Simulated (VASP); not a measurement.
Bi, 2 atoms in the cell. The structure is hexagonal, space group P6_3/mmc (No. 194). Conventional cell: a = 3.453 Å, b = 3.453 Å, c = 5.648 Å, α = 90.00°, β = 90.00°, γ = 120.00°. Within 4.5 Å of Bi (site symmetry -6m2) lie 12 Bi at 3.45 to 3.46 Å. This isn't the form of Bi at room conditions, which is rhombohedral.

| Item | Value |
| --- | --- |
| Program | VASP 6.6.1 |
| Task | single point |
| Functional | PBE |
| Potentials or basis | VASP PAW PBE potentials, release 64 (Bi_d) |
| Cutoff | 520 eV |
| k mesh | 14 × 14 × 8 |
| Occupations | fermi-dirac, width 0.05 eV |
| Spin | no spin polarisation |
| Dipole correction | no |
| Further INCAR settings | ALGO = Normal; EDIFF = 1e-07; NBANDS = 22 |

Potentials or basis: VASP PAW PBE potentials, release 64 (Bi_d).

Command:

```bash
$ cat potpaw_PBE.64/Bi_d/POTCAR > POTCAR
$ mpirun -np 1 vasp_std > vasp.out
```

Hardware: 1 thread of Intel Xeon 8259CL (shared host).

How long does it take, and how much memory?

Wall time 3.2 min on 1 thread of Intel Xeon 8259CL (shared host), peak memory 0.26 GiB. Counts: scf iterations 11, k points 120.
